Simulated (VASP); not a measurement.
# Co (P6_3/mmc) in VASP: further runs

Runs on Co. Level: PBE. Tasks: single point.

Program: VASP 6.6.1. These are calculated values, not measurements. Logs are shortened: lines on timing, memory, paths and dates and some standing lists are left out, and cuts for length are marked.

### Step 1. The cell of the first run

Symmetry: P6_3/mmc, No. 194, hexagonal system. The conventional cell has a = 2.494 Å, b = 2.494 Å, c = 4.030 Å, α = 90.00°, β = 90.00°, γ = 120.00°. Within 3.3 Å of Co (site symmetry -6m2) lie 12 Co at 2.48 to 2.49 Å.

### Step 2. Single point, PBE, collinear spin, ferromagnetic start

INCAR reads:

```
SYSTEM = Co
  PREC = Accurate
  ENCUT = 520
  EDIFF = 1E-6
  ISMEAR = 0
  SIGMA = 0.05
  LREAL = .FALSE.
  LASPH = .TRUE.
  NELM = 150
  ALGO = Normal
  ISIF = 2
  LWAVE = .FALSE.
  LCHARG = .FALSE.
  ISPIN = 2
  MAGMOM = 1.5 1.5 1.5 1.5
  LORBIT = 11
  LMAXMIX = 4
  GGA = PE
  NBANDS = 30
  KPAR = 4
```

KPOINTS reads:

```
Automatic mesh
0
G
  16 16 16
  0 0 0
```

POSCAR reads:

```
Co
1.0
   -1.2468565838      2.1596189528      4.0300901878
    1.2468565838     -2.1596189528      4.0300901878
    1.2468565838      2.1596189528     -4.0300901878
Co
4
Direct
    0.4583333333      0.1250000000      0.3333333333
    0.5416666667      0.8750000000      0.6666666667
    0.9583333333      0.6250000000      0.3333333333
    1.0416666667      1.3750000000      0.6666666667
```

Potentials or basis: VASP PAW PBE potentials, release 64 (Co).

Run with:

```bash
$ cat potpaw_PBE.64/Co/POTCAR > POTCAR
$ mpirun -np 4 vasp_std > vasp.out
```

OUTCAR:

```text
SYSTEM = Co
   PREC = Accurate
   ENCUT = 520
   EDIFF = 1E-6
   ISMEAR = 0
   LREAL = .FALSE.
   LASPH = .TRUE.
   NELM = 150
   ISIF = 2
   ISPIN = 2
   LORBIT = 11
   GGA = PE

 ion  position               nearest neighbor table
   1  0.458  0.125  0.333-   2 2.48   4 2.48   2 2.48   4 2.48   2 2.48   4 2.48   3 2.49   3 2.49
                             3 2.49   3 2.49
   2  0.542  0.875  0.667-   3 2.48   1 2.48   3 2.48   1 2.48   1 2.48   3 2.48   4 2.49   4 2.49
                             4 2.49   4 2.49
   3  0.958  0.625  0.333-   4 2.48   2 2.48   4 2.48   2 2.48   2 2.48   4 2.48   1 2.49   1 2.49
                             1 2.49   1 2.49
   4  0.042  0.375  0.667-   1 2.48   3 2.48   1 2.48   3 2.48   3 2.48   1 2.48   2 2.49   2 2.49
                             2 2.49   2 2.49

  LATTYP: Found a body centered orthorhombic cell.
 ALAT       =     2.4937131676
 B/A-ratio  =     1.7320508075
 C/A-ratio  =     3.2322002708

  Lattice vectors:

 A1 = (  -1.2468565838,   2.1596189528,   4.0300901878)
 A2 = (   1.2468565838,  -2.1596189528,   4.0300901878)
 A3 = (   1.2468565838,   2.1596189528,  -4.0300901878)

Analysis of symmetry for initial positions (statically):
=====================================================================
 Subroutine PRICEL returns following result:

  LATTYP: Found a hexagonal cell.
 ALAT       =     2.4937131675
 C/A-ratio  =     1.6161001354

  Lattice vectors:

 A1 = (  -1.2468565838,  -2.1596189528,   0.0000000000)
 A2 = (  -1.2468565838,   2.1596189528,   0.0000000000)
 A3 = (   0.0000000000,   0.0000000000,  -4.0300901878)

   2 primitive cells build up your supercell.

 Routine SETGRP: Setting up the symmetry group for a
 body centered orthorhombic supercell.

 Subroutine GETGRP returns: Found  8 space group operations
 (whereof  4 operations were pure point group operations)
 out of a pool of  8 trial point group operations.

The static configuration has the point symmetry C_2h.
 The point group associated with its full space group is D_2h.

Analysis of symmetry for dynamics (positions and initial velocities):
=====================================================================
 Subroutine PRICEL returns following result:

  LATTYP: Found a hexagonal cell.
 ALAT       =     2.4937131675
 C/A-ratio  =     1.6161001354

  Lattice vectors:

 A1 = (  -1.2468565838,  -2.1596189528,   0.0000000000)
 A2 = (  -1.2468565838,   2.1596189528,   0.0000000000)
 A3 = (   0.0000000000,   0.0000000000,  -4.0300901878)

   2 primitive cells build up your supercell.

 Routine SETGRP: Setting up the symmetry group for a
 body centered orthorhombic supercell.

 Subroutine GETGRP returns: Found  8 space group operations
 (whereof  4 operations were pure point group operations)
 out of a pool of  8 trial point group operations.

The dynamic configuration has the point symmetry C_2h.
 The point group associated with its full space group is D_2h.

Analysis of structural, dynamic, and magnetic symmetry:
=====================================================================
 Subroutine PRICEL returns following result:

  LATTYP: Found a hexagonal cell.
 ALAT       =     2.4937131675
 C/A-ratio  =     1.6161001354

  Lattice vectors:

 A1 = (  -1.2468565838,  -2.1596189528,   0.0000000000)
 A2 = (  -1.2468565838,   2.1596189528,   0.0000000000)
 A3 = (   0.0000000000,   0.0000000000,  -4.0300901878)

   2 primitive cells build up your supercell.

 Routine SETGRP: Setting up the symmetry group for a
 body centered orthorhombic supercell.

 Subroutine GETGRP returns: Found  8 space group operations
 (whereof  4 operations were pure point group operations)
 out of a pool of  8 trial point group operations.

The overall configuration has the point symmetry C_2h.
 The point group associated with its full space group is D_2h.

 Subroutine INISYM returns: Found  8 space group operations
 (whereof  4 operations are pure point group operations),
 and found     2 'primitive' translations

----------------------------------------------------------------------------------------

                                     Primitive cell

  volume of cell :      21.7039

  direct lattice vectors                    reciprocal lattice vectors
    -1.246856584 -2.159618953  0.000000000    -0.401008429 -0.231522325  0.000000000
    -1.246856584  2.159618953  0.000000000    -0.401008429  0.231522325  0.000000000
     0.000000000  0.000000000 -4.030090188     0.000000000  0.000000000 -0.248133405

  length of vectors
     2.493713168  2.493713168  4.030090188     0.463044649  0.463044649  0.248133405

  position of ions in fractional coordinates (direct lattice)
     0.666666667  0.333333333  0.750000000
     0.333333333  0.666666667  0.250000000

  ion indices of the primitive-cell ions
   primitive index   ion index
                 1           1
                 2           2

----------------------------------------------------------------------------------------

 KPOINTS: Automatic mesh

Automatic generation of k-mesh.
 Grid dimensions read from file:
 generate k-points for:   16   16   16

 Generating k-lattice:

  Cartesian coordinates                     Fractional coordinates (reciprocal lattice)
     0.000000000  0.014470145  0.007754169     0.062500000  0.000000000  0.000000000
     0.025063027  0.000000000  0.007754169     0.000000000  0.062500000  0.000000000
     0.025063027  0.014470145  0.000000000     0.000000000  0.000000000  0.062500000

  Length of vectors
     0.016416828  0.026235138  0.028940291

  Shift w.r.t. Gamma in fractional coordinates (k-lattice)
     0.000000000  0.000000000  0.000000000

 Subroutine IBZKPT returns following result:
 ===========================================

 Found    621 irreducible k-points:

 Following reciprocal coordinates:
            Coordinates               Weight
  0.000000  0.000000  0.000000      1.000000
  0.062500  0.000000  0.000000      4.000000
  0.125000  0.000000  0.000000      4.000000
  0.187500  0.000000  0.000000      4.000000
  0.250000  0.000000  0.000000      4.000000
  0.312500 -0.000000  0.000000      4.000000
[... 16 lines left out ...]
 -0.187500  0.062500  0.000000      8.000000
 -0.125000  0.062500  0.000000      8.000000
 [... further k-points ...]
   k-points           NKPTS =    621   k-points in BZ     NKDIM =    621   number of bands    NBANDS=     30
   number of dos      NEDOS =    301   number of ions     NIONS =      4
   total plane-waves  NPLWV =  46656
   dimension x,y,z NGX =    36 NGY =   36 NGZ =   36
   dimension x,y,z NGXF=    72 NGYF=   72 NGZF=   72
   ions per type =               4
   NGX,Y,Z   is equivalent  to a cutoff of  12.63, 12.63, 12.63 a.u.
   NGXF,Y,Z  is equivalent  to a cutoff of  25.26, 25.26, 25.26 a.u.
 SYSTEM =  Co
   PREC   = accura    normal or accurate (medium, high low for compatibility)
   ISTART =      0    job   : 0-new  1-cont  2-samecut
   ICHARG =      2    charge: 1-file 2-atom 10-const
   ISPIN  =      2    spin polarized calculation?
   LNONCOLLINEAR =      F non collinear calculations
   LSORBIT =      F    spin-orbit coupling
   LASPH  =      T    aspherical Exc in radial PAW
   ENCUT  =  520.0 eV  38.22 Ry    6.18 a.u.   8.81  8.81  8.81*2*pi/ulx,y,z
   NELM   =    150;   NELMIN=  2; NELMDL= -5     # of ELM steps
   EDIFF  = 0.1E-05   stopping-criterion for ELM
   LREAL  =      F    real-space projection
   EDIFFG = 0.1E-04   stopping-criterion for IOM
   NSW    =      0    number of steps for IOM
   IBRION =     -1    ionic relax: 0-MD 1-quasi-New 2-CG
   NFREE  =      0    steps in history (QN), initial steepest desc. (CG)
   ISIF   =      2    stress and relaxation
   ISYM   =      2    0-nonsym 1-usesym 2-fastsym
   POTIM  = 0.5000    time-step for ionic-motion
   TEBEG  =    0.0;   TEEND  =   0.0 temperature during run
   PSTRESS=    0.0 pullay stress
   NELECT =      36.0000    total number of electrons
   NUPDOWN=      -1.0000    fix difference up-down
   EMIN   =  10.00;   EMAX   =-10.00  energy-range for DOS
   EFERMI =   0.00;   METHOD = LEGACY
   ISMEAR =     0;   SIGMA  =   0.05  broadening in eV -4-tet -1-fermi 0-gaus
   EFERMI_NEDOS =   21; number of points for ismear=-14 and -15
   IALGO  =     38    algorithm
   IMIX   =      4    mixing-type and parameters
     AMIX     =   0.40;   BMIX     =  1.00
     AMIX_MAG =   1.60;   BMIX_MAG =  1.00
  volume/ion in A,a.u.               =      10.85        73.23
  Fermi-wavevector in a.u.,A,eV,Ry     =   1.538106  2.906598 32.188246  2.365769
  Thomas-Fermi vector in A             =   2.644521
   LORBIT       =     11    0 simple, 1 ext, 2 COOP (PROOUT), +10 PAW based schemes
   GGA     = PE    functional components
   LHFCALC =     F    Hartree Fock is set to
   AEXX    =    0.0000 exact exchange contribution
   IVDW    =     0    specifies the selected vdW correction
   LEPSILON=     F    determine dielectric tensor
   LRPA    =     F    only Hartree local field effects (RPA)
 spin polarized calculation
 Gauss-broadening in eV      SIGMA  =   0.05
  energy-cutoff  :      520.00
  volume of cell :       43.41
 maximum number of plane-waves:      1189
   NGX = 17   NGY = 17   NGZ = 17

 number of electron      35.9999983 magnetization       6.3637041

 Free energy of the ion-electron system (eV)
  ---------------------------------------------------
  ext. energy  EPLUGINS =         0.00000000
  ---------------------------------------------------
  free energy    TOTEN  =       -28.14409003 eV

  energy without entropy =      -28.13997321  energy(sigma->0) =      -28.14203162

 E-fermi :  10.2491     XC(G=0): -13.4024

 val. band max:       10.2490228356   @ k =   0.4375  -0.1250   0.0625
 cond. band min:      10.2492722510   @ k =  -0.2500  -0.1250   0.0625
 fundamental gap:      0.0002494154
 Fermi energy:        10.2491498435

 spin component 1

 k-point     1 :       0.0000    0.0000    0.0000
  band No.  band energies     occupation
      1       1.3507      1.00000
      2       5.1330      1.00000
      3       5.2886      1.00000
      4       5.2886      1.00000
      5       6.5149      1.00000
      6       6.5149      1.00000
[... 22 lines left out ...]
     29      28.5867      0.00000
     30      29.8041      0.00000

 k-point     2 :       0.0625    0.0000    0.0000
  band No.  band energies     occupation
      1       1.3950      1.00000
      2       5.1525      1.00000
      3       5.2469      1.00000
      4       5.3423      1.00000
      5       6.4818      1.00000
      6       6.5610      1.00000
[... 718 lines left out ...]
 k-point    24 :      -0.1250    0.0625    0.0000
  band No.  band energies     occupation
      1       1.5998      1.00000
      2       5.2746      1.00000
      3       5.3149      1.00000
      4       5.4138      1.00000
      5       6.5290      1.00000
      6       6.6201      1.00000
[... 22 lines left out ...]
     29      27.6254      0.00000
     30      29.2607      0.00000

 [... further k-points ...]

 spin component 2

 k-point     1 :       0.0000    0.0000    0.0000
  band No.  band energies     occupation
      1       1.3367      1.00000
      2       6.0630      1.00000
      3       6.2896      1.00000
      4       6.2896      1.00000
      5       7.8806      1.00000
      6       7.8806      1.00000
[... 22 lines left out ...]
     29      28.8530      0.00000
     30      29.8376      0.00000

 k-point     2 :       0.0625    0.0000    0.0000
  band No.  band energies     occupation
      1       1.3811      1.00000
      2       6.0803      1.00000
      3       6.2362      1.00000
      4       6.3345      1.00000
      5       7.8440      1.00000
      6       7.9239      1.00000
[... 718 lines left out ...]
 k-point    24 :      -0.1250    0.0625    0.0000
  band No.  band energies     occupation
      1       1.5866      1.00000
      2       6.2196      1.00000
      3       6.2761      1.00000
      4       6.3849      1.00000
      5       7.8870      1.00000
      6       7.9833      1.00000
[... 22 lines left out ...]
     29      27.9157      0.00000
     30      29.4161      0.00000

 [... further k-points ...]

------------------------ aborting loop because EDIFF is reached ----------------------------------------

  FORCE on cell =-STRESS in cart. coord.  units (eV):
  Direction    XX          YY          ZZ          XY          YZ          ZX
  --------------------------------------------------------------------------------------
  -------------------------------------------------------------------------------------
  Total       -0.3029773     -0.1934883     -0.1949155      0.0000000      0.0000000      0.0000000
  in kB      -11.1828453     -7.1416221     -7.1942998      0.0000000      0.0000000      0.0000000
  external PRESSURE =      -8.5062558 kB  Pullay stress =       0.0000000 kB

 VOLUME and BASIS-vectors are now :
 -----------------------------------------------------------------------------
  energy-cutoff  :      520.00
  volume of cell :       43.41
      direct lattice vectors                 reciprocal lattice vectors
    -1.246856584  2.159618953  4.030090188     0.000000000  0.231522325  0.124066702
     1.246856584 -2.159618953  4.030090188     0.401008429  0.000000000  0.124066702
     1.246856584  2.159618953 -4.030090188     0.401008429  0.231522325  0.000000000

 POSITION                                       TOTAL-FORCE (eV/Angst)
 -----------------------------------------------------------------------------------
      0.00000      1.43975      1.00752        -0.000000     -0.001490      0.000000
      1.24686      0.71987      3.02257         0.000000      0.001490     -0.000000
     -0.00000      1.43975      5.03761        -0.000000     -0.001490      0.000000
      1.24686      0.71987     -1.00752         0.000000      0.001490     -0.000000
 -----------------------------------------------------------------------------------
    total drift:                                0.000000      0.000000      0.000000

  FREE ENERGIE OF THE ION-ELECTRON SYSTEM (eV)
  ---------------------------------------------------
  free  energy   TOTEN  =       -28.1440900306 eV

  energy  without entropy=      -28.1399732052  energy(sigma->0) =      -28.14203162

 total charge

# of ion       s       p       d       tot
------------------------------------------
    1        0.488   0.520   7.264   8.273
    2        0.488   0.520   7.264   8.273
    3        0.488   0.520   7.264   8.273
    4        0.488   0.520   7.264   8.273
--------------------------------------------------
tot          1.952   2.081  29.058  33.091

 magnetization (x)

# of ion       s       p       d       tot
------------------------------------------
    1       -0.015  -0.056   1.683   1.612
    2       -0.015  -0.056   1.683   1.612
    3       -0.015  -0.056   1.683   1.612
    4       -0.015  -0.056   1.683   1.612
--------------------------------------------------
tot         -0.062  -0.223   6.733   6.448
```

Run time: 3.9 min. Hardware: 4 MPI ranks of Intel Xeon 6975P-C (Granite Rapids), shared host; peak memory 1.1 GiB.

What came out:

| Item | Value |
| --- | --- |
| Free energy | -28.1441 eV |
| Pressure | -0.9 GPa |
| Net moment | 6.36 μB per cell |
| Site moments | Co +1.61 μB |
| Valence electrons inside the program's atomic spheres | Co 8.27 |

Levels at points of the mesh, in eV from the Fermi level:
Spin up:
```tsv
k point	band 17	band 18	band 19	band 20	band 21	band 22	band 23	band 24	band 25	band 26
(0.00, 0.00, 0.00)	-1.05	-0.82	-0.82	-0.60	-0.60	-0.06	1.61	1.61	6.37	7.26
(0.50, 0.00, 0.00)	-1.48	-1.48	-1.39	-1.39	-0.79	-0.79	1.70	1.70	10.71	10.71
(0.00, 0.50, 0.00)	-1.08	-1.08	-0.55	-0.55	1.34	1.34	4.96	4.96	8.90	8.90
(0.50, 0.50, 0.00)	-0.60	-0.60	-0.60	-0.54	1.31	1.61	1.61	3.32	7.26	7.26
(0.50, 0.50, 0.50)	-1.13	-1.13	-1.13	-0.69	-0.60	-0.54	1.31	3.32	9.70	10.35
```
Spin down:
| k point | band 13 | band 14 | band 15 | band 16 | band 17 | band 18 |
| --- | --- | --- | --- | --- | --- | --- |
| (0.00, 0.00, 0.00) | -0.17 | -0.13 | -0.06 | -0.06 | 0.25 | 0.25 |
| (0.50, 0.00, 0.00) | -0.61 | -0.61 | 0.03 | 0.03 | 0.29 | 0.29 |
| (0.00, 0.50, 0.00) | -0.60 | -0.60 | 0.45 | 0.45 | 0.74 | 0.74 |
| (0.50, 0.50, 0.00) | -0.06 | 0.25 | 0.25 | 1.17 | 1.27 | 1.27 |
| (0.50, 0.50, 0.50) | -1.02 | -1.02 | -0.62 | 0.71 | 0.71 | 0.71 |

### Step 3. Single point, PBE, collinear spin, antiferromagnetic start

INCAR reads:

```
SYSTEM = Co
  ALGO = Fast
  EDIFF = 1E-6
  ENCUT = 520
  GGA = PE
  ISIF = 2
  ISMEAR = 0
  ISPIN = 2
  KPAR = 4
  LASPH = .True.
  LCHARG = .False.
  LMAXMIX = 4
  LORBIT = 11
  LREAL = .False.
  LWAVE = .False.
  MAGMOM = 1.5 1.5 -1.5 -1.5
  NBANDS = 30
  NELM = 150
  PREC = Accurate
  SIGMA = 0.05
```

KPOINTS reads:

```
k-points
0
Gamma
  16 16 16
  0 0 0
```

POSCAR is that of step 2.

Potentials or basis: VASP PAW PBE potentials, release 64 (Co).

Run with:

```bash
$ cat potpaw_PBE.64/Co/POTCAR > POTCAR
$ mpirun -np 4 vasp_std > vasp.out
```

Wall time 8.6 min (4 MPI ranks of Intel Xeon 6975P-C (Granite Rapids), shared host); peak memory 1.7 GiB.

The run converged. Its results:

| Property | Result |
| --- | --- |
| Free energy | -27.2314 eV |
| Pressure | -8.7 GPa |
| Largest force | 0.053 eV/Å |
| Band gap on the k mesh | zero (filled and empty bands overlap) |
| Net moment | 0.00 μB per cell |
| Site moments | Co +0.77, -0.77 (each value once) μB |
| Valence electrons inside the program's atomic spheres | Co 8.27 |

Forces in eV/Å, atoms in the order of the input:
```
Co   0.000 -0.042  0.033
Co   0.000  0.042 -0.033
Co   0.000 -0.042  0.033
Co   0.000  0.042 -0.033
```

Stress tensor (GPa, compression positive):
```
-8.63  0.00  0.00
 0.00 -8.45  0.42
 0.00  0.42 -9.06
```

Levels at points of the mesh, in eV from the Fermi level:
Spin up:
```tsv
k point	band 16	band 17	band 18	band 19	band 20	band 21
(0.00, 0.00, 0.00)	-0.38	-0.27	-0.05	0.12	0.22	0.39
(0.50, 0.00, 0.00)	-1.08	-0.82	-0.34	-0.31	-0.25	0.12
(0.00, 0.50, 0.50)	-0.96	-0.49	-0.48	-0.46	-0.43	-0.06
(0.00, 0.50, 0.00)	-0.48	-0.21	-0.02	0.17	0.61	1.85
(0.50, 0.50, 0.00)	0.12	0.18	0.36	0.44	0.52	1.81
(0.50, 0.50, 0.50)	-0.46	-0.24	-0.21	-0.16	0.32	0.41
```
Spin down:
```
           k point  band 15  band 16  band 17  band 18  band 19  band 20  band 21  band 22
(0.00, 0.00, 0.00)    -0.58    -0.38    -0.27    -0.05     0.12     0.22     0.39     0.41
(0.50, 0.00, 0.00)    -1.15    -1.08    -0.82    -0.34    -0.31    -0.25     0.12     0.33
(0.00, 0.50, 0.50)    -1.02    -0.96    -0.49    -0.48    -0.46    -0.43    -0.06     0.55
(0.00, 0.50, 0.00)    -0.49    -0.48    -0.21    -0.02     0.17     0.61     1.85     2.17
(0.50, 0.50, 0.00)    -0.28     0.12     0.18     0.36     0.44     0.52     1.81     1.87
(0.50, 0.50, 0.50)    -1.26    -0.46    -0.24    -0.21    -0.16     0.32     0.41     0.60
```

Caveat: the cell stands under tension; the antiferromagnetic order is the one typed at the start, and another may lie lower.
